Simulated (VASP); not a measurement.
A run of VASP 6.6.1:

INCAR

```
SYSTEM = Ru
ALGO = Normal
EDIFF = 1E-7
EDIFFG = -0.01
ENCUT = 600
GGA = PS
IBRION = 2
ISIF = 3
ISMEAR = 0
LASPH = .True.
LCHARG = .False.
LREAL = .False.
LWAVE = .False.
NELM = 80
NSW = 80
PREC = Accurate
SIGMA = 0.1
```

Contents of KPOINTS:

```
k-points
0
Gamma
  20 20 20
  0 0 0
```

POSCAR

```
Ru
1.0
    0.0000000000      1.8821967726      1.8821967726
    1.8821967726      0.0000000000      1.8821967726
    1.8821967726      1.8821967726      0.0000000000
Ru
1
Direct
    0.0000000000      0.0000000000      0.0000000000
```

Potentials or basis: VASP PAW PBE potentials, release 64 (Ru_pv).

Command:

```sh
$ cat potpaw_PBE.64/Ru_pv/POTCAR > POTCAR
$ mpirun -np 1 vasp_std > vasp.out
```

Hardware: 1 thread of Intel(R) Xeon(R) 6975P-C (Granite Rapids) (shared host).

How long does it take, and how much memory?

It took 32 s on 1 thread of Intel(R) Xeon(R) 6975P-C (Granite Rapids) (shared host), peak memory 0.18 GiB. Counts: scf iterations 27, k points 256, ion steps 3.
